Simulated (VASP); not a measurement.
Sn: single point with RPBE

The system is Sn.

```
Sn
1.0
     0.00000    3.41207    3.41207
     3.41207    0.00000    3.41207
     3.41207    3.41207    0.00000
Sn
2
Direct
  0.50000 0.50000 0.50000
  0.75000 0.75000 0.75000
```

This isn't the form of Sn at room conditions, which is tetragonal (white tin).

- Program: VASP 6.6.1
- Task: single point
- Functional: RPBE
- Potentials or basis: VASP PAW PBE potentials, release 64 (Sn_d)
- Cutoff: 520 eV
- k mesh: 13 × 13 × 13
- Occupations: fermi-dirac, width 0.1 eV
- Spin: no spin polarisation
- Dipole correction: no
- Further INCAR settings: ALGO = Normal; EDIFF = 1e-06; NBANDS = 21

The pressure is -1.2 GPa. The band gap on the k mesh is zero (bands 14 and 15 overlap by 0.26 eV).

Levels at points of the mesh, in eV from the Fermi level:
| k point | band 11 | band 12 | band 13 | band 14 | band 15 | band 16 | band 17 | band 18 |
| --- | --- | --- | --- | --- | --- | --- | --- | --- |
| (0.00, 0.00, 0.00) | -9.66 | -1.56 | 0.08 | 0.08 | 0.08 | 2.13 | 2.13 | 2.13 |

It took 73 s on 1 thread of AMD EPYC 9R45 96-Core Processor (Zen 5), on a shared host, peak memory 0.24 GiB.

Caveat: the PAW data sets were made with another functional, which shifts forces and pressure a little; spin-orbit coupling is left out, which moves the levels of the heavy elements.
